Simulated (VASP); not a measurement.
# GaO (P6_3/mmc) in VASP: notebook

The runs below take GaO through single point, relaxation of cell and atoms, with PBE.

Everything below comes from runs of VASP 6.6.1. Logs are shortened: lines on timing, memory, paths and dates and some standing lists are left out, and cuts for length are marked.

### Step 1. The cell of the first run

It takes space group P6_3/mmc (No. 194, hexagonal). Conventional cell: a = 2.881 Å, b = 2.881 Å, c = 7.653 Å, α = 90.00°, β = 90.00°, γ = 120.00°. Within 2.2 Å of Ga (site symmetry -6m2) lie 3 O at 1.66 Å. Within 2.2 Å of O (site symmetry -6m2) lie 3 Ga at 1.66 Å.

### Step 2. Single point, PBE

INCAR reads:

```
PREC = Accurate
ENCUT = 520
EDIFF = 1E-6
ISMEAR = 0
SIGMA = 0.1
LREAL = False
LASPH = True
NELM = 80
ALGO = Normal
ISIF = 2
LWAVE = False
LCHARG = False
GGA = PE
NBANDS = 27
```

KPOINTS reads:

```
Automatic mesh
0
Gamma
  6 6 2
```

POSCAR reads:

```
GaO
1.0
    2.8810889900      0.0000000000      0.0000000000
   -1.4405445000      2.4950962600      0.0000000000
    0.0000000000      0.0000000000      7.6526044600
Ga O
2 2
Direct
    0.3333333300      0.6666666700      0.2500000000
    0.6666666700      0.3333333300      0.7500000000
    0.3333333300      0.6666666700      0.7500000000
    0.6666666700      0.3333333300      0.2500000000
```

Potentials or basis: VASP PAW PBE potentials, release 64 (Ga_d, O).

Started as:

```bash
> cat potpaw_PBE.64/Ga_d/POTCAR potpaw_PBE.64/O/POTCAR > POTCAR
> mpirun -np 1 vasp_std > vasp.out
```

OUTCAR:

```text
PREC = Accurate
   ENCUT = 520
   EDIFF = 1E-6
   ISMEAR = 0
   LREAL = False
   LASPH = True
   NELM = 80
   ISIF = 2
   GGA = PE

 ion  position               nearest neighbor table
   1  0.333  0.667  0.250-   4 1.66   4 1.66   4 1.66
   2  0.667  0.333  0.750-   3 1.66   3 1.66   3 1.66
   3  0.333  0.667  0.750-   2 1.66   2 1.66   2 1.66
   4  0.667  0.333  0.250-   1 1.66   1 1.66   1 1.66

  LATTYP: Found a hexagonal cell.
 ALAT       =     2.8810889900
 C/A-ratio  =     2.6561499789

  Lattice vectors:

 A1 = (   2.8810889900,   0.0000000000,   0.0000000000)
 A2 = (  -1.4405445000,   2.4950962600,   0.0000000000)
 A3 = (   0.0000000000,   0.0000000000,   7.6526044600)

Analysis of symmetry for initial positions (statically):
=====================================================================
 Subroutine PRICEL returns:
 Original cell was already a primitive cell.

 Routine SETGRP: Setting up the symmetry group for a
 hexagonal supercell.

 Subroutine GETGRP returns: Found 24 space group operations
 (whereof 12 operations were pure point group operations)
 out of a pool of 24 trial point group operations.

The static configuration has the point symmetry D_3d.
 The point group associated with its full space group is D_6h.

Analysis of symmetry for dynamics (positions and initial velocities):
=====================================================================
 Subroutine PRICEL returns:
 Original cell was already a primitive cell.

 Routine SETGRP: Setting up the symmetry group for a
 hexagonal supercell.

 Subroutine GETGRP returns: Found 24 space group operations
 (whereof 12 operations were pure point group operations)
 out of a pool of 24 trial point group operations.

The dynamic configuration has the point symmetry D_3d.
 The point group associated with its full space group is D_6h.

 Subroutine INISYM returns: Found 24 space group operations
 (whereof 12 operations are pure point group operations),
 and found     1 'primitive' translations

----------------------------------------------------------------------------------------

                                     Primitive cell

  volume of cell :      55.0115

  direct lattice vectors                    reciprocal lattice vectors
     2.881088990  0.000000000  0.000000000     0.347090980  0.200393071  0.000000000
[... 78 lines left out ...]
   NELM   =     80;   NELMIN=  2; NELMDL= -5     # of ELM steps
   EDIFF  = 0.1E-05   stopping-criterion for ELM
   LREAL  =      F    real-space projection
   EDIFFG = 0.1E-04   stopping-criterion for IOM
   NSW    =      0    number of steps for IOM
   IBRION =     -1    ionic relax: 0-MD 1-quasi-New 2-CG
   NFREE  =      0    steps in history (QN), initial steepest desc. (CG)
   ISIF   =      2    stress and relaxation
   ISYM   =      2    0-nonsym 1-usesym 2-fastsym
   POTIM  = 0.5000    time-step for ionic-motion
   TEBEG  =    0.0;   TEEND  =   0.0 temperature during run
   PSTRESS=    0.0 pullay stress
   NELECT =      38.0000    total number of electrons
   NUPDOWN=      -1.0000    fix difference up-down
   EMIN   =  10.00;   EMAX   =-10.00  energy-range for DOS
   EFERMI =   0.00;   METHOD = LEGACY
   ISMEAR =     0;   SIGMA  =   0.10  broadening in eV -4-tet -1-fermi 0-gaus
   EFERMI_NEDOS =   21; number of points for ismear=-14 and -15
   IALGO  =     38    algorithm
   IMIX   =      4    mixing-type and parameters
     AMIX     =   0.40;   BMIX     =  1.00
     AMIX_MAG =   1.60;   BMIX_MAG =  1.00
  volume/ion in A,a.u.               =      13.75        92.81
  Fermi-wavevector in a.u.,A,eV,Ry     =   1.447166  2.734747 28.494529  2.094289
  Thomas-Fermi vector in A             =   2.565152
   LORBIT       =      0    0 simple, 1 ext, 2 COOP (PROOUT), +10 PAW based schemes
   GGA     = PE    functional components
   LHFCALC =     F    Hartree Fock is set to
   AEXX    =    0.0000 exact exchange contribution
   IVDW    =     0    specifies the selected vdW correction
   LEPSILON=     F    determine dielectric tensor
   LRPA    =     F    only Hartree local field effects (RPA)
 non-spin polarized calculation
 Gauss-broadening in eV      SIGMA  =   0.10
  energy-cutoff  :      520.00
  volume of cell :       55.01
 maximum number of plane-waves:      1504
 NGX is ok and might be reduce to    24
   NGX = 11   NGY = 11   NGZ = 29

 number of electron      37.9999997 magnetization

 Free energy of the ion-electron system (eV)
  ---------------------------------------------------
  ext. energy  EPLUGINS =         0.00000000
  ---------------------------------------------------
  free energy    TOTEN  =       -14.08440772 eV

  energy without entropy =      -14.07433408  energy(sigma->0) =      -14.07937090

 E-fermi :   7.0859     XC(G=0): -10.4165

 val. band max:        7.0290476688   @ k =   0.1667   0.0000   0.0000
 cond. band min:       7.1326780013   @ k =   0.1667   0.1667   0.0000
 fundamental gap:      0.1036303326
 Fermi energy:         7.0859003285

 k-point     1 :       0.0000    0.0000    0.0000
  band No.  band energies     occupation
      1     -18.8488      2.00000
      2     -18.8132      2.00000
      3     -11.6429      2.00000
      4     -11.6429      2.00000
      5     -11.6428      2.00000
      6     -11.6428      2.00000
[... 409 lines left out ...]
     26      14.0057      0.00000
     27      16.1854      0.00000

------------------------ aborting loop because EDIFF is reached ----------------------------------------

  FORCE on cell =-STRESS in cart. coord.  units (eV):
  Direction    XX          YY          ZZ          XY          YZ          ZX
  --------------------------------------------------------------------------------------
  -------------------------------------------------------------------------------------
  Total       36.9477565     36.9477566      0.8718036     -0.0000001      0.0000000      0.0000000
  in kB     1076.0821073   1076.0821108     25.3907761     -0.0000022      0.0000000      0.0000000
  external PRESSURE =     725.8516648 kB  Pullay stress =       0.0000000 kB

 VOLUME and BASIS-vectors are now :
 -----------------------------------------------------------------------------
  energy-cutoff  :      520.00
  volume of cell :       55.01
      direct lattice vectors                 reciprocal lattice vectors
     2.881088990  0.000000000  0.000000000     0.347090980  0.200393071  0.000000000
    -1.440544500  2.495096260  0.000000000     0.000000000  0.400786140  0.000000000
     0.000000000  0.000000000  7.652604460     0.000000000  0.000000000  0.130674466

 POSITION                                       TOTAL-FORCE (eV/Angst)
 -----------------------------------------------------------------------------------
     -0.00000      1.66340      1.91315         0.000000      0.000000      0.000000
      1.44054      0.83170      5.73945         0.000000      0.000000      0.000000
     -0.00000      1.66340      5.73945        -0.000000      0.000000      0.000000
      1.44054      0.83170      1.91315         0.000000     -0.000000      0.000000
 -----------------------------------------------------------------------------------
    total drift:                               -0.000001      0.000000      0.000000

  FREE ENERGIE OF THE ION-ELECTRON SYSTEM (eV)
  ---------------------------------------------------
  free  energy   TOTEN  =       -14.0844077154 eV

  energy  without entropy=      -14.0743340781  energy(sigma->0) =      -14.07937090
```

Run time: 28 s. Hardware: 1 thread of Intel Xeon Platinum 8488C (Sapphire Rapids), shared host; peak memory 0.17 GiB.

Results:

```yaml
Free_energy: -14.0844 eV
Pressure: 72.6 GPa
Band_gap_on_the_k_mesh: zero (band 19 reaches 8.72 eV, above the bottom of band 20 at 3.91 eV)
```

Stress tensor (GPa, compression positive):
```
107.61   0.00   0.00
  0.00 107.61   0.00
  0.00   0.00   2.54
```

Levels at points of the mesh, in eV from the Fermi level:
```csv
k point,band 16,band 17,band 18,band 19,band 20,band 21,band 22,band 23
"(0.00, 0.00, 0.00)",-6.95,-6.94,-6.94,-4.17,-1.80,-0.10,4.14,4.72
"(0.50, 0.00, 0.00)",-9.36,-7.56,-7.28,0.53,0.96,1.10,2.04,3.12
"(0.00, 0.00, 0.50)",-6.95,-6.95,-6.95,-3.17,-3.17,1.57,1.57,8.37
"(0.50, 0.00, 0.50)",-9.38,-7.41,-7.41,0.35,0.35,2.10,2.10,3.78
```

Caveat: the k points lie up to 0.42 Å⁻¹ apart.

### Step 3. Single point, PBE

This run uses another cell than the first one, of 17.30 Å³/atom, 1.258 times its volume.

INCAR reads:

```
  ALGO = Normal
  EDIFF = 1E-6
  ENCUT = 520
  GGA = PE
  ISIF = 2
  ISMEAR = 0
  LASPH = True
  LCHARG = True
  LELF = True
  LREAL = False
  LVHAR = True
  LWAVE = False
  NBANDS = 27
  NELM = 60
  PREC = Accurate
  SIGMA = 0.1
```

KPOINTS reads:

```
k-points
0
Gamma
  6 6 2
```

POSCAR reads:

```
GaO
1.0
    3.4327038954      0.0000000034      0.0000000000
   -1.7163519507      2.9728087753      0.0000000000
    0.0000000000      0.0000000000      6.7806802984
Ga O
2 2
Direct
    0.3333333333      0.6666666667      0.2500000000
    0.6666666667      0.3333333333      0.7500000000
    0.3333333333      0.6666666667      0.7500000000
    0.6666666667      0.3333333333      0.2500000000
```

Potentials or basis: VASP PAW PBE potentials, release 64 (Ga_d, O).

Started as:

```bash
> cat potpaw_PBE.64/Ga_d/POTCAR potpaw_PBE.64/O/POTCAR > POTCAR
> mpirun -np 1 vasp_std > vasp.out
```

OUTCAR:

```text
EDIFF = 1E-6
   ENCUT = 520
   GGA = PE
   ISIF = 2
   ISMEAR = 0
   LASPH = True
   LREAL = False
   NELM = 60
   PREC = Accurate

 ion  position               nearest neighbor table
   1  0.333  0.667  0.250-   4 1.98   4 1.98   4 1.98
   2  0.667  0.333  0.750-   3 1.98   3 1.98   3 1.98
   3  0.333  0.667  0.750-   2 1.98   2 1.98   2 1.98
   4  0.667  0.333  0.250-   1 1.98   1 1.98   1 1.98

  LATTYP: Found a hexagonal cell.
 ALAT       =     3.4327038954
 C/A-ratio  =     1.9753175645

  Lattice vectors:

 A1 = (   3.4327038954,   0.0000000034,   0.0000000000)
 A2 = (  -1.7163519507,   2.9728087753,   0.0000000000)
 A3 = (   0.0000000000,   0.0000000000,   6.7806802984)

Analysis of symmetry for initial positions (statically):
=====================================================================
 Subroutine PRICEL returns:
 Original cell was already a primitive cell.

 Routine SETGRP: Setting up the symmetry group for a
 hexagonal supercell.

 Subroutine GETGRP returns: Found 24 space group operations
 (whereof 12 operations were pure point group operations)
 out of a pool of 24 trial point group operations.

The static configuration has the point symmetry D_3d.
 The point group associated with its full space group is D_6h.

Analysis of symmetry for dynamics (positions and initial velocities):
=====================================================================
 Subroutine PRICEL returns:
 Original cell was already a primitive cell.

 Routine SETGRP: Setting up the symmetry group for a
 hexagonal supercell.

 Subroutine GETGRP returns: Found 24 space group operations
[... 109 lines left out ...]
   NUPDOWN=      -1.0000    fix difference up-down
   EMIN   =  10.00;   EMAX   =-10.00  energy-range for DOS
   EFERMI =   0.00;   METHOD = LEGACY
   ISMEAR =     0;   SIGMA  =   0.10  broadening in eV -4-tet -1-fermi 0-gaus
   EFERMI_NEDOS =   21; number of points for ismear=-14 and -15
   IALGO  =     38    algorithm
   IMIX   =      4    mixing-type and parameters
     AMIX     =   0.40;   BMIX     =  1.00
     AMIX_MAG =   1.60;   BMIX_MAG =  1.00
  volume/ion in A,a.u.               =      17.30       116.74
  Fermi-wavevector in a.u.,A,eV,Ry     =   1.340635  2.533432 24.453775  1.797302
  Thomas-Fermi vector in A             =   2.468932
   LORBIT       =      0    0 simple, 1 ext, 2 COOP (PROOUT), +10 PAW based schemes
   GGA     = PE    functional components
   LHFCALC =     F    Hartree Fock is set to
   AEXX    =    0.0000 exact exchange contribution
   IVDW    =     0    specifies the selected vdW correction
   LEPSILON=     F    determine dielectric tensor
   LRPA    =     F    only Hartree local field effects (RPA)
 non-spin polarized calculation
 Gauss-broadening in eV      SIGMA  =   0.10
  energy-cutoff  :      520.00
  volume of cell :       69.20
 maximum number of plane-waves:      1886
 NGX is ok and might be reduce to    28
   NGX = 13   NGY = 13   NGZ = 25

 number of electron      38.0000010 magnetization

 Free energy of the ion-electron system (eV)
  ---------------------------------------------------
  ext. energy  EPLUGINS =         0.00000000
  ---------------------------------------------------
  free energy    TOTEN  =       -19.43539101 eV

  energy without entropy =      -19.42668392  energy(sigma->0) =      -19.43103747

 E-fermi :   4.1287     XC(G=0):  -9.4343

 val. band max:        4.1017024331   @ k =   0.5000  -0.0000   0.5000
 cond. band min:       4.2375309907   @ k =   0.3333   0.1667   0.0000
 fundamental gap:      0.1358285576
 Fermi energy:         4.1286559300

 k-point     1 :       0.0000    0.0000    0.0000
  band No.  band energies     occupation
      1     -16.6476      2.00000
      2     -16.5380      2.00000
      3     -11.9945      2.00000
      4     -11.9945      2.00000
      5     -11.9937      2.00000
      6     -11.9937      2.00000
[... 409 lines left out ...]
     26      11.2331      0.00000
     27      12.1776      0.00000

------------------------ aborting loop because EDIFF is reached ----------------------------------------

  FORCE on cell =-STRESS in cart. coord.  units (eV):
  Direction    XX          YY          ZZ          XY          YZ          ZX
  --------------------------------------------------------------------------------------
  -------------------------------------------------------------------------------------
  Total        0.2066413      0.2066413     -0.1056617     -0.0000000      0.0000000      0.0000000
  in kB        4.7846598      4.7846598     -2.4465364     -0.0000000      0.0000000      0.0000000
  external PRESSURE =       2.3742611 kB  Pullay stress =       0.0000000 kB

 VOLUME and BASIS-vectors are now :
 -----------------------------------------------------------------------------
  energy-cutoff  :      520.00
  volume of cell :       69.20
      direct lattice vectors                 reciprocal lattice vectors
     3.432703895  0.000000003  0.000000000     0.291315543  0.168191108  0.000000000
    -1.716351951  2.972808775  0.000000000    -0.000000000  0.336382215  0.000000000
     0.000000000  0.000000000  6.780680298     0.000000000  0.000000000  0.147477828

 POSITION                                       TOTAL-FORCE (eV/Angst)
 -----------------------------------------------------------------------------------
     -0.00000      1.98187      1.69517        -0.000000      0.000000      0.000000
      1.71635      0.99094      5.08551         0.000000     -0.000000      0.000000
     -0.00000      1.98187      5.08551        -0.000000     -0.000000     -0.000000
      1.71635      0.99094      1.69517         0.000000      0.000000     -0.000000
 -----------------------------------------------------------------------------------
    total drift:                                0.000000      0.000000     -0.000000

  FREE ENERGIE OF THE ION-ELECTRON SYSTEM (eV)
  ---------------------------------------------------
  free  energy   TOTEN  =       -19.4353910130 eV

  energy  without entropy=      -19.4266839193  energy(sigma->0) =      -19.43103747
```

stdout:

```text
POSCAR found type information on POSCAR GaO
 POSCAR found :  2 types and       4 ions
 scaLAPACK will be used
 LDA part: xc-table for (Slater+PW92), standard interpolation
 POSCAR, INCAR and KPOINTS ok, starting setup
 FFT: planning ... GRIDC
 FFT: planning ... GRID_SOFT
 FFT: planning ... GRID
 WAVECAR not read
 entering main loop
```

Wall time 22 s (1 thread of Intel Xeon Platinum 8488C (Sapphire Rapids), shared host); peak memory 0.18 GiB.

What came out:

```
Free energy            : -19.4354 eV
Pressure               : 0.2 GPa
Band gap on the k mesh : zero (band 19 reaches 5.69 eV, above the bottom of band 20 at 0.87 eV)
```

Caveat: the k points lie up to 0.46 Å⁻¹ apart.

### Step 4. Single point, PBE

This run uses another cell than the first one, of 17.30 Å³/atom, 1.258 times its volume.

INCAR reads:

```
SYSTEM = GaO
PREC = Accurate ; ENCUT = 520
EDIFF = 1E-6 ; ISMEAR = 0
SIGMA = 0.1 ; LREAL = .FALSE.
LASPH = .TRUE. ; NELM = 80
ALGO = Normal ; ISIF = 2
LWAVE = .FALSE. ; LCHARG = .FALSE.
GGA = PE ; NBANDS = 27
```

KPOINTS reads:

```
Automatic mesh
0
G
  6 6 4
  0 0 0
```

POSCAR: that of step 3 with these lines changed.

```diff
@@ -2,4 +2,4 @@
 1.0
-    3.4327038954      0.0000000034      0.0000000000
-   -1.7163519507      2.9728087753      0.0000000000
+    3.4327038954      0.0000000000      0.0000000000
+   -1.7163519477      2.9728087770      0.0000000000
     0.0000000000      0.0000000000      6.7806802984
```

Started as:

```bash
> cat potpaw_PBE.64/Ga_d/POTCAR potpaw_PBE.64/O/POTCAR > POTCAR
> mpirun -np 1 vasp_std > vasp.out
```

Wall time 29 s (1 thread of Intel Xeon Platinum 8488C (Sapphire Rapids), shared host); peak memory 0.19 GiB.

It converged, with:

| Quantity | Value |
| --- | --- |
| Free energy | -19.4160 eV |
| Pressure | 0.7 GPa |
| Band gap on the k mesh | zero (band 19 reaches 5.71 eV, above the bottom of band 20 at 0.88 eV) |

Stress tensor (GPa, compression positive):
```
0.98 0.00 0.00
0.00 0.98 0.00
0.00 0.00 0.09
```

Levels at points of the mesh, in eV from the Fermi level:
| k point | band 15 | band 16 | band 17 | band 18 | band 19 | band 20 | band 21 | band 22 | band 23 | band 24 |
| --- | --- | --- | --- | --- | --- | --- | --- | --- | --- | --- |
| (0.00, 0.00, 0.00) | -5.13 | -5.05 | -5.05 | -4.71 | -4.50 | -2.71 | 1.62 | 5.42 | 6.65 | 6.65 |
| (0.50, 0.00, 0.00) | -6.17 | -6.00 | -4.98 | -4.38 | -0.28 | 0.67 | 1.81 | 2.12 | 2.58 | 4.86 |
| (0.00, 0.00, 0.50) | -5.09 | -5.09 | -5.09 | -5.09 | -3.21 | -3.21 | 2.58 | 2.58 | 6.76 | 6.76 |
| (0.50, 0.00, 0.50) | -6.09 | -6.09 | -4.60 | -4.60 | 0.02 | 0.02 | 1.77 | 1.77 | 3.89 | 3.89 |

[end of part 1 of 2]
